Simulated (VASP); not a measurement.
Mg, 2 atoms in the cell. It takes space group P6_3/mmc (No. 194, hexagonal). The conventional cell has a = 3.166 Å, b = 3.166 Å, c = 5.140 Å, α = 90.00°, β = 90.00°, γ = 120.00°. Within 4.1 Å of Mg (site symmetry -6m2) lie 12 Mg at 3.15 to 3.17 Å. 

- Program: VASP 6.6.1
- Task: single point
- Functional: PBEsol
- Dispersion: D4
- Potentials or basis: VASP PAW PBE potentials, release 64 (Mg)
- Cutoff: 520 eV
- k mesh: 10 × 10 × 5
- Occupations: fermi-dirac, width 0.05 eV
- Spin: no spin polarisation
- Dipole correction: no
- Further INCAR settings: ALGO = Normal; EDIFF = 1e-06; NBANDS = 9

Potentials or basis: VASP PAW PBE potentials, release 64 (Mg).

Launch:

```console
$ cat potpaw_PBE.64/Mg/POTCAR > POTCAR
$ mpirun -np 1 vasp_std > vasp.out
```

Hardware: 1 thread of Intel Xeon 6975P-C, with other jobs on the host.

How long does it take, and how much memory?

It took 7.1 s on 1 thread of Intel Xeon 6975P-C, with other jobs on the host, peak memory 0.16 GiB. Counts: scf iterations 9, k points 42.
